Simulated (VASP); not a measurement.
# CaO (Fm-3m) in VASP: single point with r2SCAN

Aim: the single point of CaO with r2SCAN.

Program: VASP 6.6.1. These are calculated values, not measurements. Logs are shortened: lines on timing, memory, paths and dates and some standing lists are left out, and cuts for length are marked.

### 1 The cell of the first run

Symmetry: Fm-3m, No. 225, cubic system. The conventional cell has a = 4.795 Å, b = 4.795 Å, c = 4.795 Å, α = 90.00°, β = 90.00°, γ = 90.00°. Within 3.2 Å of Ca (site symmetry m-3m) lie 6 O at 2.40 Å. Within 3.2 Å of O (site symmetry m-3m) lie 6 Ca at 2.40 Å.

### 2 Single point, r2SCAN

POSCAR

```
CaO
1.0
    0.0000000000      2.3974402389      2.3974402389
    2.3974402389      0.0000000000      2.3974402389
    2.3974402389      2.3974402389      0.0000000000
Ca O
1 1
Direct
    0.0000000000      0.0000000000      0.0000000000
    0.5000000000      0.5000000000      0.5000000000
```

INCAR.step1

```
SYSTEM = CaO
ALGO = Normal
EDIFF = 1E-4
ENCUT = 520
GGA = PE
ISMEAR = 0
LASPH = .TRUE.
LCHARG = .FALSE.
LREAL = .FALSE.
LWAVE = .TRUE.
NBANDS = 15
NELM = 80
PREC = Accurate
SIGMA = 0.01
```

INCAR.step2

```
SYSTEM = CaO
ALGO = Normal
EDIFF = 1E-6
ENCUT = 520
ISIF = 2
ISMEAR = 0
ISTART = 1
LASPH = .TRUE.
LCHARG = .FALSE.
LMIXTAU = .TRUE.
LREAL = .FALSE.
LWAVE = .FALSE.
METAGGA = R2SCAN
NBANDS = 15
NELM = 80
PREC = Accurate
SIGMA = 0.01
```

KPOINTS

```
k-points
0
G
  8 8 8
  0 0 0
```

Potentials or basis: VASP PAW PBE potentials, release 64 (Ca_sv, O).

On the command line:

```console
$ cat potpaw_PBE.64/Ca_sv/POTCAR potpaw_PBE.64/O/POTCAR > POTCAR
$ cp INCAR.step1 INCAR
$ mpirun -np 1 vasp_std > vasp.out
$ cp INCAR.step2 INCAR
$ mpirun -np 1 vasp_std > vasp.out
```

OUTCAR:

```text
SYSTEM = CaO
   EDIFF = 1E-6
   ENCUT = 520
   ISIF = 2
   ISMEAR = 0
   ISTART = 1
   LASPH = .TRUE.
   LREAL = .FALSE.
   METAGGA = R2SCAN
   NELM = 80
   PREC = Accurate

 ion  position               nearest neighbor table
   1  0.000  0.000  0.000-   2 2.40   2 2.40   2 2.40   2 2.40   2 2.40   2 2.40
   2  0.500  0.500  0.500-   1 2.40   1 2.40   1 2.40   1 2.40   1 2.40   1 2.40

  LATTYP: Found a face centered cubic cell.
 ALAT       =     4.7948804778

  Lattice vectors:

 A1 = (   0.0000000000,   2.3974402389,   2.3974402389)
 A2 = (   2.3974402389,   0.0000000000,   2.3974402389)
 A3 = (   2.3974402389,   2.3974402389,   0.0000000000)

Analysis of symmetry for initial positions (statically):
=====================================================================
 Subroutine PRICEL returns:
 Original cell was already a primitive cell.

 Routine SETGRP: Setting up the symmetry group for a
 face centered cubic supercell.

 Subroutine GETGRP returns: Found 48 space group operations
 (whereof 48 operations were pure point group operations)
 out of a pool of 48 trial point group operations.

The static configuration has the point symmetry O_h .

Analysis of symmetry for dynamics (positions and initial velocities):
=====================================================================
 Subroutine PRICEL returns:
 Original cell was already a primitive cell.

 Routine SETGRP: Setting up the symmetry group for a
 face centered cubic supercell.

 Subroutine GETGRP returns: Found 48 space group operations
 (whereof 48 operations were pure point group operations)
 out of a pool of 48 trial point group operations.

The dynamic configuration has the point symmetry O_h .

 Subroutine INISYM returns: Found 48 space group operations
 (whereof 48 operations are pure point group operations),
 and found     1 'primitive' translations

----------------------------------------------------------------------------------------

                                     Primitive cell

  volume of cell :      27.5596

  direct lattice vectors                    reciprocal lattice vectors
     0.000000000  2.397440239  2.397440239    -0.208555772  0.208555772  0.208555772
     2.397440239  0.000000000  2.397440239     0.208555772 -0.208555772  0.208555772
     2.397440239  2.397440239  0.000000000     0.208555772  0.208555772 -0.208555772

  length of vectors
     3.390492501  3.390492501  3.390492501     0.361229193  0.361229193  0.361229193

  position of ions in fractional coordinates (direct lattice)
     0.000000000  0.000000000  0.000000000
     0.500000000  0.500000000  0.500000000

  ion indices of the primitive-cell ions
   primitive index   ion index
                 1           1
                 2           2

----------------------------------------------------------------------------------------

 KPOINTS: k-points

Automatic generation of k-mesh.
 Grid dimensions read from file:
 generate k-points for:    8    8    8

 Generating k-lattice:

  Cartesian coordinates                     Fractional coordinates (reciprocal lattice)
    -0.026069472  0.026069472  0.026069472     0.125000000  0.000000000  0.000000000
     0.026069472 -0.026069472  0.026069472     0.000000000  0.125000000  0.000000000
     0.026069472  0.026069472 -0.026069472     0.000000000  0.000000000  0.125000000

  Length of vectors
     0.045153649  0.045153649  0.045153649

  Shift w.r.t. Gamma in fractional coordinates (k-lattice)
     0.000000000  0.000000000  0.000000000

 Subroutine IBZKPT returns following result:
 ===========================================

 Found     29 irreducible k-points:

 Following reciprocal coordinates:
            Coordinates               Weight
  0.000000  0.000000  0.000000      1.000000
  0.125000  0.000000  0.000000      8.000000
  0.250000  0.000000  0.000000      8.000000
  0.375000  0.000000  0.000000      8.000000
  0.500000  0.000000  0.000000      4.000000
  0.125000  0.125000  0.000000      6.000000
[... 16 lines left out ...]
  0.500000  0.250000  0.125000     48.000000
 -0.375000  0.250000  0.125000     24.000000
 [... further k-points ...]
   k-points           NKPTS =     29   k-points in BZ     NKDIM =     29   number of bands    NBANDS=     15
   number of dos      NEDOS =    301   number of ions     NIONS =      2
   total plane-waves  NPLWV =  21952
   dimension x,y,z NGX =    28 NGY =   28 NGZ =   28
   dimension x,y,z NGXF=    56 NGYF=   56 NGZF=   56
   ions per type =               1   1
   NGX,Y,Z   is equivalent  to a cutoff of  13.73, 13.73, 13.73 a.u.
   NGXF,Y,Z  is equivalent  to a cutoff of  27.46, 27.46, 27.46 a.u.
 SYSTEM =  CaO
   PREC   = accura    normal or accurate (medium, high low for compatibility)
   ISTART =      1    job   : 0-new  1-cont  2-samecut
   ICHARG =      0    charge: 1-file 2-atom 10-const
   ISPIN  =      1    spin polarized calculation?
   LNONCOLLINEAR =      F non collinear calculations
   LSORBIT =      F    spin-orbit coupling
   LASPH  =      T    aspherical Exc in radial PAW
   ENCUT  =  520.0 eV  38.22 Ry    6.18 a.u.   6.30  6.30  6.30*2*pi/ulx,y,z
   NELM   =     80;   NELMIN=  2; NELMDL=  0     # of ELM steps
   EDIFF  = 0.1E-05   stopping-criterion for ELM
   LREAL  =      F    real-space projection
   EDIFFG = 0.1E-04   stopping-criterion for IOM
   NSW    =      0    number of steps for IOM
   IBRION =     -1    ionic relax: 0-MD 1-quasi-New 2-CG
   NFREE  =      0    steps in history (QN), initial steepest desc. (CG)
   ISIF   =      2    stress and relaxation
   ISYM   =      2    0-nonsym 1-usesym 2-fastsym
   POTIM  = 0.5000    time-step for ionic-motion
   TEBEG  =    0.0;   TEEND  =   0.0 temperature during run
   PSTRESS=    0.0 pullay stress
   NELECT =      16.0000    total number of electrons
   NUPDOWN=      -1.0000    fix difference up-down
   EMIN   =  10.00;   EMAX   =-10.00  energy-range for DOS
   EFERMI =   0.00;   METHOD = LEGACY
   ISMEAR =     0;   SIGMA  =   0.01  broadening in eV -4-tet -1-fermi 0-gaus
   EFERMI_NEDOS =   21; number of points for ismear=-14 and -15
   IALGO  =     38    algorithm
   IMIX   =      4    mixing-type and parameters
     AMIX     =   0.40;   BMIX     =  1.00
     AMIX_MAG =   1.60;   BMIX_MAG =  1.00
  volume/ion in A,a.u.               =      13.78        92.99
  Fermi-wavevector in a.u.,A,eV,Ry     =   1.365705  2.580809 25.376924  1.865151
  Thomas-Fermi vector in A             =   2.491910
   LORBIT       =      0    0 simple, 1 ext, 2 COOP (PROOUT), +10 PAW based schemes
   METAGGA = R2SCAN    functional components
   LHFCALC =     F    Hartree Fock is set to
   AEXX    =    0.0000 exact exchange contribution
   IVDW    =     0    specifies the selected vdW correction
   LEPSILON=     F    determine dielectric tensor
   LRPA    =     F    only Hartree local field effects (RPA)
 non-spin polarized calculation
 Gauss-broadening in eV      SIGMA  =   0.01
  energy-cutoff  :      520.00
  volume of cell :       27.56
 maximum number of plane-waves:       754
 NGX is ok and might be reduce to    28
   NGX = 13   NGY = 13   NGZ = 13

 number of electron      15.9999997 magnetization

 Free energy of the ion-electron system (eV)
  ---------------------------------------------------
  ext. energy  EPLUGINS =         0.00000000
  ---------------------------------------------------
  free energy    TOTEN  =       -19.45302256 eV

  energy without entropy =      -19.45302256  energy(sigma->0) =      -19.45302256

 E-fermi :   2.2227     XC(G=0): -11.1127

 val. band max:        2.0555490377   @ k =   0.0000   0.0000   0.0000
 cond. band min:       6.2425756719   @ k =   0.5000   0.5000   0.0000
 fundamental gap:      4.1870266342
 Fermi energy:         2.2227404799

 k-point     1 :       0.0000    0.0000    0.0000
  band No.  band energies     occupation
      1     -36.9698      2.00000
      2     -16.8565      2.00000
      3     -16.8565      2.00000
      4     -16.8565      2.00000
      5     -14.4317      2.00000
      6       2.0555      2.00000
      7       2.0555      2.00000
      8       2.0555      2.00000
      9       7.5453      0.00000
     10       8.9267      0.00000
     11       8.9268      0.00000
     12       8.9268      0.00000
     13      10.5350      0.00000
     14      10.5350      0.00000
     15      17.8760      0.00000

 k-point     2 :       0.1250    0.0000    0.0000
  band No.  band energies     occupation
      1     -36.9546      2.00000
      2     -17.1060      2.00000
      3     -16.8642      2.00000
      4     -16.8641      2.00000
      5     -14.1735      2.00000
      6       1.5392      2.00000
      7       1.8455      2.00000
      8       1.8455      2.00000
      9       8.2265      0.00000
     10       8.8827      0.00000
     11       9.2001      0.00000
     12       9.2001      0.00000
     13      10.9125      0.00000
     14      10.9125      0.00000
     15      18.4844      0.00000

 k-point     3 :       0.2500    0.0000    0.0000
  band No.  band energies     occupation
      1     -36.9176      2.00000
      2     -17.5796      2.00000
      3     -16.8825      2.00000
      4     -16.8824      2.00000
      5     -13.6769      2.00000
      6       0.5460      2.00000
      7       1.3923      2.00000
      8       1.3923      2.00000
      9       8.9576      0.00000
     10       9.7061      0.00000
     11       9.9188      0.00000
     12       9.9188      0.00000
     13      11.8251      0.00000
     14      11.8251      0.00000
     15      18.8880      0.00000
[... 343 lines left out ...]
 k-point    23 :       0.5000    0.2500    0.1250
  band No.  band energies     occupation
      1     -36.8612      2.00000
      2     -17.7779      2.00000
      3     -17.0830      2.00000
      4     -16.9566      2.00000
      5     -13.4887      2.00000
      6       0.0677      2.00000
      7       0.9802      2.00000
      8       1.2210      2.00000
      9       8.5555      0.00000
     10      10.2779      0.00000
     11      11.2495      0.00000
     12      11.3968      0.00000
     13      12.7927      0.00000
     14      14.0485      0.00000
     15      17.9237      0.00000

 k-point    24 :      -0.3750    0.2500    0.1250
  band No.  band energies     occupation
      1     -36.8489      2.00000
      2     -17.8430      2.00000
      3     -17.0973      2.00000
      4     -16.9833      2.00000
      5     -13.4316      2.00000
      6       0.0195      2.00000
      7       0.9303      2.00000
      8       0.9930      2.00000
      9       9.4655      0.00000
     10       9.5543      0.00000
     11      11.5508      0.00000
     12      11.7833      0.00000
     13      13.0904      0.00000
     14      14.8608      0.00000
     15      17.0297      0.00000

 [... further k-points ...]
[... 5 lines left out ...]
  --------------------------------------------------------------------------------------
  -------------------------------------------------------------------------------------
  Total        0.1808915      0.1808915      0.1808915      0.0000000     -0.0000000     -0.0000000
  in kB       10.5161181     10.5161181     10.5161181      0.0000000     -0.0000000     -0.0000000
  external PRESSURE =      10.5161181 kB  Pullay stress =       0.0000000 kB

 VOLUME and BASIS-vectors are now :
 -----------------------------------------------------------------------------
  energy-cutoff  :      520.00
  volume of cell :       27.56
      direct lattice vectors                 reciprocal lattice vectors
     0.000000000  2.397440239  2.397440239    -0.208555772  0.208555772  0.208555772
     2.397440239  0.000000000  2.397440239     0.208555772 -0.208555772  0.208555772
     2.397440239  2.397440239  0.000000000     0.208555772  0.208555772 -0.208555772

 POSITION                                       TOTAL-FORCE (eV/Angst)
 -----------------------------------------------------------------------------------
      0.00000      0.00000      0.00000        -0.000000      0.000000      0.000000
      2.39744      2.39744      2.39744         0.000000     -0.000000     -0.000000
 -----------------------------------------------------------------------------------
    total drift:                                0.000000      0.000000      0.000000

  FREE ENERGIE OF THE ION-ELECTRON SYSTEM (eV)
  ---------------------------------------------------
  free  energy   TOTEN  =       -19.4530225640 eV

  energy  without entropy=      -19.4530225640  energy(sigma->0) =      -19.45302256
```

Wall time 52 s (1 thread of Intel Xeon 6975P-C, shared host); peak memory 0.17 GiB.

What came out:

```
Free energy            : -19.4530 eV
Pressure               : 1.1 GPa
Band gap on the k mesh : 4.19 eV, indirect (least direct gap 4.56 eV)
```

Caveat: the PAW data sets were made with another functional, which shifts forces and pressure a little. A k mesh can miss the band edges.
